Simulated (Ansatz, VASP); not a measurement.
## Two plane-wave programs on SiO2

```
CELL_PARAMETERS angstrom
4.23588 0.00000 0.00000
0.00000 4.23588 0.00000
0.00000 0.00000 2.60910
ATOMIC_POSITIONS crystal
Si 0.50000 0.50000 0.50000
Si 0.00000 0.00000 0.00000
O 0.69301 0.69301 0.00000
O 0.19301 0.80699 0.50000
O 0.30699 0.30699 0.00000
O 0.80699 0.19301 0.50000
```

Alike in both runs: task single point; functional PBE; k mesh 6 × 6 × 8; occupations gaussian, width 0.05 eV; no spin polarisation.

|  | VASP | Ansatz |
| --- | --- | --- |
| version | VASP 6.6.1 | Ansatz 0.2.0 |
| potentials or method | VASP PAW PBE potentials, release 64 (Si, O), cutoff 520 eV | scalar-relativistic, plane waves, PAW |
| valence electrons in the cell | 32 | 32 |

|  | VASP | Ansatz | Ansatz less VASP |
| --- | --- | --- | --- |
| gap on the k mesh at the Fermi level (eV) | 5.68 | 5.70 | +0.021 |
| least direct gap on the mesh (eV) | 5.68 | 5.70 | +0.021 |
| pressure (GPa) | 11.9 | 11.6 | -0.30 |
| traceless stress, the component that is largest in VASP (GPa) | 12.21 | 11.59 | -0.624 |
| rms of the force components (eV/Å) | 0.030 | 0.016 | -0.0142 |

Atom by atom the forces differ by 0.014 eV/Å (rms over components). With one functional, cell and mesh, what is left measures potentials, basis and numerics.
